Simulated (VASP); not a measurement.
# Ta (P4/nmm) in VASP: a series of runs

Ta is run at these levels: PBE; tasks: single point.

Everything below comes from runs of VASP 6.6.1. Logs are shortened: lines on timing, memory, paths and dates and some standing lists are left out, and cuts for length are marked.

**1. The cell of the first run**

It takes space group P4/nmm (No. 129, tetragonal). The conventional cell has a = 3.320 Å, b = 3.320 Å, c = 3.320 Å, α = 90.00°, β = 90.00°, γ = 90.00°. Within 3.7 Å of Ta (site symmetry 4mm) lie 14 Ta at 2.80 to 3.32 Å.

**2. Single point, PBE**

Input file INCAR:

```
SYSTEM = Ta
  ALGO = Normal
  EDIFF = 1E-6
  ENCUT = 500
  GGA = PE
  GGA_COMPAT = .False.
  ISIF = 2
  ISMEAR = -1
  LASPH = .True.
  LCHARG = .False.
  LREAL = .False.
  LWAVE = .False.
  NBANDS = 18
  NELM = 120
  PREC = Accurate
  SIGMA = 0.1
```

Input file KPOINTS:

```
k-points
0
Gamma
  6 6 6
  0 0 0
```

Input file POSCAR:

```
Ta
1.0
    3.3200000000      0.0000000000      0.0000000000
    0.0000000000      3.3200000000      0.0000000000
    0.0000000000      0.0000000000      3.3200000000
Ta
2
Direct
    0.0000000000      0.0000000000      0.0000000000
    0.5000000000      0.5000000000      0.5400000000
```

Potentials or basis: VASP PAW PBE potentials, release 64 (Ta_pv).

Run with:

```sh
> cat potpaw_PBE.64/Ta_pv/POTCAR > POTCAR
> mpirun -np 1 vasp_std > vasp.out
```

OUTCAR:

```text
SYSTEM = Ta
   EDIFF = 1E-6
   ENCUT = 500
   GGA = PE
   ISIF = 2
   ISMEAR = -1
   LASPH = .True.
   LREAL = .False.
   NELM = 120
   PREC = Accurate

 ion  position               nearest neighbor table
   1  0.000  0.000  0.000-   2 2.80   2 2.80   2 2.80   2 2.80   2 2.95   2 2.95   2 2.95   2 2.95

   2  0.500  0.500  0.540-   1 2.80   1 2.80   1 2.80   1 2.80   1 2.95   1 2.95   1 2.95   1 2.95

  LATTYP: Found a simple cubic cell.
 ALAT       =     3.3200000000

  Lattice vectors:

 A1 = (   3.3200000000,   0.0000000000,   0.0000000000)
 A2 = (   0.0000000000,   3.3200000000,   0.0000000000)
 A3 = (   0.0000000000,   0.0000000000,   3.3200000000)

Analysis of symmetry for initial positions (statically):
=====================================================================
 Subroutine PRICEL returns:
 Original cell was already a primitive cell.

 Routine SETGRP: Setting up the symmetry group for a
 simple cubic supercell.

 Subroutine GETGRP returns: Found 16 space group operations
 (whereof  8 operations were pure point group operations)
 out of a pool of 48 trial point group operations.

The static configuration has the point symmetry C_4v.
 The point group associated with its full space group is D_4h.

Analysis of symmetry for dynamics (positions and initial velocities):
=====================================================================
 Subroutine PRICEL returns:
 Original cell was already a primitive cell.

 Routine SETGRP: Setting up the symmetry group for a
 simple cubic supercell.

 Subroutine GETGRP returns: Found 16 space group operations
 (whereof  8 operations were pure point group operations)
 out of a pool of 48 trial point group operations.

The dynamic configuration has the point symmetry C_4v.
 The point group associated with its full space group is D_4h.

 Subroutine INISYM returns: Found 16 space group operations
 (whereof  8 operations are pure point group operations),
 and found     1 'primitive' translations

----------------------------------------------------------------------------------------

                                     Primitive cell

  volume of cell :      36.5944

  direct lattice vectors                    reciprocal lattice vectors
     3.320000000  0.000000000  0.000000000     0.301204819  0.000000000  0.000000000
     0.000000000  3.320000000  0.000000000     0.000000000  0.301204819  0.000000000
     0.000000000  0.000000000  3.320000000     0.000000000  0.000000000  0.301204819

  length of vectors
     3.320000000  3.320000000  3.320000000     0.301204819  0.301204819  0.301204819

  position of ions in fractional coordinates (direct lattice)
     0.000000000  0.000000000  0.000000000
     0.500000000  0.500000000  0.540000000

  ion indices of the primitive-cell ions
   primitive index   ion index
                 1           1
                 2           2

----------------------------------------------------------------------------------------

 KPOINTS: k-points

Automatic generation of k-mesh.
 Grid dimensions read from file:
 generate k-points for:    6    6    6

 Generating k-lattice:

  Cartesian coordinates                     Fractional coordinates (reciprocal lattice)
     0.050200803  0.000000000  0.000000000     0.166666667  0.000000000  0.000000000
     0.000000000  0.050200803  0.000000000     0.000000000  0.166666667  0.000000000
     0.000000000  0.000000000  0.050200803     0.000000000  0.000000000  0.166666667

  Length of vectors
     0.050200803  0.050200803  0.050200803

  Shift w.r.t. Gamma in fractional coordinates (k-lattice)
     0.000000000  0.000000000  0.000000000

 Subroutine IBZKPT returns following result:
 ===========================================

 Found     40 irreducible k-points:

 Following reciprocal coordinates:
            Coordinates               Weight
  0.000000  0.000000  0.000000      1.000000
  0.166667  0.000000  0.000000      4.000000
  0.000000  0.000000  0.166667      2.000000
  0.333333  0.000000  0.000000      4.000000
  0.000000  0.000000  0.333333      2.000000
  0.500000  0.000000  0.000000      2.000000
[... 16 lines left out ...]
  0.166667  0.166667  0.166667      8.000000
  0.333333  0.166667  0.166667     16.000000
 [... further k-points ...]
   k-points           NKPTS =     40   k-points in BZ     NKDIM =     40   number of bands    NBANDS=     18
   number of dos      NEDOS =    301   number of ions     NIONS =      2
   total plane-waves  NPLWV =  13824
   dimension x,y,z NGX =    24 NGY =   24 NGZ =   24
   dimension x,y,z NGXF=    48 NGYF=   48 NGZF=   48
   ions per type =               2
   NGX,Y,Z   is equivalent  to a cutoff of  12.02, 12.02, 12.02 a.u.
   NGXF,Y,Z  is equivalent  to a cutoff of  24.04, 24.04, 24.04 a.u.
 SYSTEM =  Ta
   PREC   = accura    normal or accurate (medium, high low for compatibility)
   ISTART =      0    job   : 0-new  1-cont  2-samecut
   ICHARG =      2    charge: 1-file 2-atom 10-const
   ISPIN  =      1    spin polarized calculation?
   LNONCOLLINEAR =      F non collinear calculations
   LSORBIT =      F    spin-orbit coupling
   LASPH  =      T    aspherical Exc in radial PAW
   ENCUT  =  500.0 eV  36.75 Ry    6.06 a.u.   6.05  6.05  6.05*2*pi/ulx,y,z
   NELM   =    120;   NELMIN=  2; NELMDL= -5     # of ELM steps
   EDIFF  = 0.1E-05   stopping-criterion for ELM
   LREAL  =      F    real-space projection
   EDIFFG = 0.1E-04   stopping-criterion for IOM
   NSW    =      0    number of steps for IOM
   IBRION =     -1    ionic relax: 0-MD 1-quasi-New 2-CG
   NFREE  =      0    steps in history (QN), initial steepest desc. (CG)
   ISIF   =      2    stress and relaxation
   ISYM   =      2    0-nonsym 1-usesym 2-fastsym
   POTIM  = 0.5000    time-step for ionic-motion
   TEBEG  =    0.0;   TEEND  =   0.0 temperature during run
   PSTRESS=    0.0 pullay stress
   NELECT =      22.0000    total number of electrons
   NUPDOWN=      -1.0000    fix difference up-down
   EMIN   =  10.00;   EMAX   =-10.00  energy-range for DOS
   EFERMI =   0.00;   METHOD = LEGACY
   ISMEAR =    -1;   SIGMA  =   0.10  broadening in eV -4-tet -1-fermi 0-gaus
   EFERMI_NEDOS =   21; number of points for ismear=-14 and -15
   IALGO  =     38    algorithm
   IMIX   =      4    mixing-type and parameters
     AMIX     =   0.40;   BMIX     =  1.00
     AMIX_MAG =   1.60;   BMIX_MAG =  1.00
  volume/ion in A,a.u.               =      18.30       123.48
  Fermi-wavevector in a.u.,A,eV,Ry     =   1.381691  2.611018 25.974480  1.909070
  Thomas-Fermi vector in A             =   2.506452
   LORBIT       =      0    0 simple, 1 ext, 2 COOP (PROOUT), +10 PAW based schemes
   GGA     = PE    functional components
   LHFCALC =     F    Hartree Fock is set to
   AEXX    =    0.0000 exact exchange contribution
   IVDW    =     0    specifies the selected vdW correction
   LEPSILON=     F    determine dielectric tensor
   LRPA    =     F    only Hartree local field effects (RPA)
 non-spin polarized calculation
  energy-cutoff  :      500.00
  volume of cell :       36.59
 maximum number of plane-waves:       952
   NGX = 13   NGY = 13   NGZ = 13

 number of electron      22.0000002 magnetization

 Free energy of the ion-electron system (eV)
  ---------------------------------------------------
  ext. energy  EPLUGINS =         0.00000000
  ---------------------------------------------------
  free energy    TOTEN  =       -23.56429410 eV

  energy without entropy =      -23.45420681  energy(sigma->0) =      -23.50925045

 E-fermi :   5.3461     XC(G=0): -12.5313

 val. band max:        5.3121411432   @ k =   0.1667   0.1667   0.3333
 cond. band min:       5.3573661372   @ k =   0.3333   0.1667   0.5000
 fundamental gap:      0.0452249940
 Fermi energy:         5.3460956857

 k-point     1 :       0.0000    0.0000    0.0000
  band No.  band energies     occupation
      1     -28.5595      2.00000
      2     -28.5595      2.00000
      3     -28.5404      2.00000
      4     -27.7756      2.00000
      5     -27.7482      2.00000
      6     -27.7482      2.00000
[... 10 lines left out ...]
     17      12.1432      0.00000
     18      13.8861      0.00000

 k-point     2 :       0.1667    0.0000    0.0000
  band No.  band energies     occupation
      1     -28.5617      2.00000
      2     -28.5038      2.00000
      3     -28.4933      2.00000
      4     -27.8531      2.00000
      5     -27.8195      2.00000
      6     -27.8008      2.00000
[... 10 lines left out ...]
     17      11.4160      0.00000
     18      12.2216      0.00000

 k-point     3 :       0.0000    0.0000    0.1667
  band No.  band energies     occupation
      1     -28.5410      2.00000
      2     -28.5089      2.00000
      3     -28.5089      2.00000
      4     -27.8827      2.00000
      5     -27.7953      2.00000
      6     -27.7953      2.00000
[... 10 lines left out ...]
     17      11.5608      0.00000
     18      12.5796      0.00000

 k-point     4 :       0.3333    0.0000    0.0000
  band No.  band energies     occupation
      1     -28.5319      2.00000
      2     -28.3848      2.00000
      3     -28.3524      2.00000
      4     -28.0742      2.00000
      5     -27.9461      2.00000
      6     -27.9411      2.00000
[... 375 lines left out ...]
      4     -28.1268      2.00000
      5     -27.7653      2.00000
      6     -27.7653      2.00000
[... 10 lines left out ...]
     17      13.0085      0.00000
     18      13.0085      0.00000

 k-point    23 :       0.1667    0.1667    0.1667
  band No.  band energies     occupation
      1     -28.5911      2.00000
      2     -28.5772      2.00000
      3     -28.2907      2.00000
      4     -28.1268      2.00000
      5     -27.8203      2.00000
      6     -27.8013      2.00000
[... 10 lines left out ...]
     17      10.5095      0.00000
     18      15.1879      0.00000

 k-point    24 :       0.3333    0.1667    0.1667
  band No.  band energies     occupation
      1     -28.6791      2.00000
      2     -28.4912      2.00000
      3     -28.3850      2.00000
      4     -28.0545      2.00000
      5     -27.9499      2.00000
      6     -27.8150      2.00000
[... 10 lines left out ...]
     17      10.2671      0.00000
     18      13.8308      0.00000

 [... further k-points ...]

------------------------ aborting loop because EDIFF is reached ----------------------------------------

  FORCE on cell =-STRESS in cart. coord.  units (eV):
  Direction    XX          YY          ZZ          XY          YZ          ZX
  --------------------------------------------------------------------------------------
  -------------------------------------------------------------------------------------
  Total        0.4951104      0.4951104      0.0120251      0.0000000      0.0000000      0.0000000
  in kB       21.6769583     21.6769583      0.5264816      0.0000000      0.0000000      0.0000000
  external PRESSURE =      14.6267994 kB  Pullay stress =       0.0000000 kB

 VOLUME and BASIS-vectors are now :
 -----------------------------------------------------------------------------
  energy-cutoff  :      500.00
  volume of cell :       36.59
      direct lattice vectors                 reciprocal lattice vectors
     3.320000000  0.000000000  0.000000000     0.301204819  0.000000000  0.000000000
     0.000000000  3.320000000  0.000000000     0.000000000  0.301204819  0.000000000
     0.000000000  0.000000000  3.320000000     0.000000000  0.000000000  0.301204819

 POSITION                                       TOTAL-FORCE (eV/Angst)
 -----------------------------------------------------------------------------------
      0.00000      0.00000      0.00000        -0.000000     -0.000000      1.127340
      1.66000      1.66000      1.79280         0.000000      0.000000     -1.127340
 -----------------------------------------------------------------------------------
    total drift:                                0.000000     -0.000000     -0.000011

  FREE ENERGIE OF THE ION-ELECTRON SYSTEM (eV)
  ---------------------------------------------------
  free  energy   TOTEN  =       -23.5642940990 eV

  energy  without entropy=      -23.4542068078  energy(sigma->0) =      -23.50925045
```

Wall time 8.3 s (1 thread of AMD EPYC 9R45 (Zen 5), shared host); peak memory 0.12 GiB.

What came out:

| Property | Result |
| --- | --- |
| Free energy | -23.5643 eV |
| Pressure | 1.5 GPa |
| Largest force | 1.127 eV/Å |
| Band gap on the k mesh | zero (bands 11 and 12 overlap by 2.53 eV) |

Forces in eV/Å, atoms in the order of the input:
```
Ta   0.000  0.000  1.127
Ta   0.000  0.000 -1.127
```

Stress tensor (GPa, compression positive):
```
2.17 0.00 0.00
0.00 2.17 0.00
0.00 0.00 0.05
```

Caveat: spin-orbit coupling is left out, which moves the levels of the heavy elements; forces of over 1 eV/Å act on the atoms, so gaps and moduli don't describe the material at rest.

**3. Single point, PBE**

Input file INCAR:

```
PREC     = Accurate       # precision mode
ENCUT    = 500            # plane-wave cutoff, eV
EDIFF    = 1E-6           # SCF threshold, eV
ISMEAR   = -1             # smearing method
SIGMA    = 0.1            # smearing width, eV
LREAL    = False          # projectors in reciprocal space
LASPH    = True           # aspherical terms in the spheres
NELM     = 120            # most SCF steps
ALGO     = Normal         # electronic algorithm
ISIF     = 2              # what is computed and relaxed
LWAVE    = False          # write WAVECAR
LCHARG   = False          # write CHGCAR
GGA      = PE             # functional
NBANDS   = 18             # bands
GGA_COMPAT= False
```

Input file KPOINTS:

```
regular mesh
0
Gamma
  6 6 6
```

POSCAR is that of step 2.

Potentials or basis: VASP PAW PBE potentials, release 64 (Ta_pv).

Run with:

```sh
> cat potpaw_PBE.64/Ta_pv/POTCAR > POTCAR
> mpirun -np 1 vasp_std > vasp.out
```

OUTCAR:

```text
PREC = Accurate
   ENCUT = 500
   EDIFF = 1E-6
   ISMEAR = -1
   LREAL = False
   LASPH = True
   NELM = 120
   ISIF = 2
   GGA = PE

 ion  position               nearest neighbor table
   1  0.000  0.000  0.000-   2 2.80   2 2.80   2 2.80   2 2.80   2 2.95   2 2.95   2 2.95   2 2.95

   2  0.500  0.500  0.540-   1 2.80   1 2.80   1 2.80   1 2.80   1 2.95   1 2.95   1 2.95   1 2.95

  LATTYP: Found a simple cubic cell.
 ALAT       =     3.3200000000

  Lattice vectors:
[... 691 lines left out ...]
 [... further k-points ...]

------------------------ aborting loop because EDIFF is reached ----------------------------------------

  FORCE on cell =-STRESS in cart. coord.  units (eV):
  Direction    XX          YY          ZZ          XY          YZ          ZX
  --------------------------------------------------------------------------------------
  -------------------------------------------------------------------------------------
  Total        0.4951104      0.4951104      0.0120251      0.0000000      0.0000000      0.0000000
  in kB       21.6769583     21.6769583      0.5264816      0.0000000      0.0000000      0.0000000
  external PRESSURE =      14.6267994 kB  Pullay stress =       0.0000000 kB

 VOLUME and BASIS-vectors are now :
 -----------------------------------------------------------------------------
  energy-cutoff  :      500.00
  volume of cell :       36.59
      direct lattice vectors                 reciprocal lattice vectors
     3.320000000  0.000000000  0.000000000     0.301204819  0.000000000  0.000000000
     0.000000000  3.320000000  0.000000000     0.000000000  0.301204819  0.000000000
     0.000000000  0.000000000  3.320000000     0.000000000  0.000000000  0.301204819

 POSITION                                       TOTAL-FORCE (eV/Angst)
 -----------------------------------------------------------------------------------
      0.00000      0.00000      0.00000        -0.000000     -0.000000      1.127340
      1.66000      1.66000      1.79280         0.000000      0.000000     -1.127340
 -----------------------------------------------------------------------------------
    total drift:                                0.000000     -0.000000     -0.000011

  FREE ENERGIE OF THE ION-ELECTRON SYSTEM (eV)
  ---------------------------------------------------
  free  energy   TOTEN  =       -23.5642940990 eV

  energy  without entropy=      -23.4542068078  energy(sigma->0) =      -23.50925045
```

OSZICAR:

```text
N       E                     dE             d eps       ncg     rms          rms(c)
DAV:   1     0.167590597109E+03    0.16759E+03   -0.12358E+04  1440   0.122E+03
DAV:   2    -0.203787115126E+02   -0.18797E+03   -0.18461E+03  1798   0.352E+02
DAV:   3    -0.244679179160E+02   -0.40892E+01   -0.40368E+01  1764   0.494E+01
DAV:   4    -0.244974916331E+02   -0.29574E-01   -0.29550E-01  1598   0.427E+00
DAV:   5    -0.244977024984E+02   -0.21087E-03   -0.21086E-03  1616   0.345E-01    0.186E+01
DAV:   6    -0.237771312317E+02    0.72057E+00   -0.77207E-01  1550   0.778E+00    0.908E+00
DAV:   7    -0.235665290398E+02    0.21060E+00   -0.64024E-01  1628   0.672E+00    0.552E-01
DAV:   8    -0.235644301926E+02    0.20988E-02   -0.12944E-02  1604   0.102E+00    0.183E-01
DAV:   9    -0.235643067952E+02    0.12340E-03   -0.46990E-04  1566   0.203E-01    0.398E-02
DAV:  10    -0.235642949589E+02    0.11836E-04   -0.27944E-05  1752   0.504E-02    0.136E-02
DAV:  11    -0.235642940990E+02    0.85991E-06   -0.23331E-06  1238   0.144E-02
   1 F= -.23564294E+02 E0= -.23509250E+02  d E =-.110087E+00
```

stdout:

```text
POSCAR found type information on POSCAR Ta
 POSCAR found :  1 types and       2 ions
 scaLAPACK will be used
 LDA part: xc-table for (Slater+PW92), standard interpolation
 POSCAR, INCAR and KPOINTS ok, starting setup
 FFT: planning ... GRIDC
 FFT: planning ... GRID_SOFT
 FFT: planning ... GRID
 WAVECAR not read
 entering main loop
```

It took 8.4 s on 1 thread of AMD EPYC 9R45 (Zen 5), shared host; peak memory 0.12 GiB.

Results:

```
Free energy            : -23.5643 eV
Pressure               : 1.5 GPa
Largest force          : 1.127 eV/Å
Band gap on the k mesh : zero (bands 11 and 12 overlap by 2.53 eV)
```

Forces on the atoms (eV/Å):
```
Ta   0.000  0.000  1.127
Ta   0.000  0.000 -1.127
```

Stress tensor (GPa, compression positive):
```
2.17 0.00 0.00
0.00 2.17 0.00
0.00 0.00 0.05
```

Levels at points of the mesh, in eV from the Fermi level:
```tsv
k point	band 9	band 10	band 11	band 12	band 13	band 14
(0.00, 0.00, 0.00)	-3.65	0.68	0.80	0.80	3.71	4.03
(0.50, 0.00, 0.00)	-1.05	-1.05	1.11	1.11	1.50	1.50
(0.00, 0.00, 0.50)	-1.47	-0.26	1.18	1.18	1.35	1.35
(0.50, 0.50, 0.00)	-1.41	-1.41	1.54	1.54	3.75	3.75
(0.00, 0.50, 0.50)	-1.49	-1.49	1.49	1.49	3.92	3.92
(0.50, 0.50, 0.50)	-1.20	-1.20	-0.99	-0.99	5.00	5.00
```

Caveat: spin-orbit coupling is left out, which moves the levels of the heavy elements; forces of over 1 eV/Å act on the atoms, so gaps and moduli don't describe the material at rest.
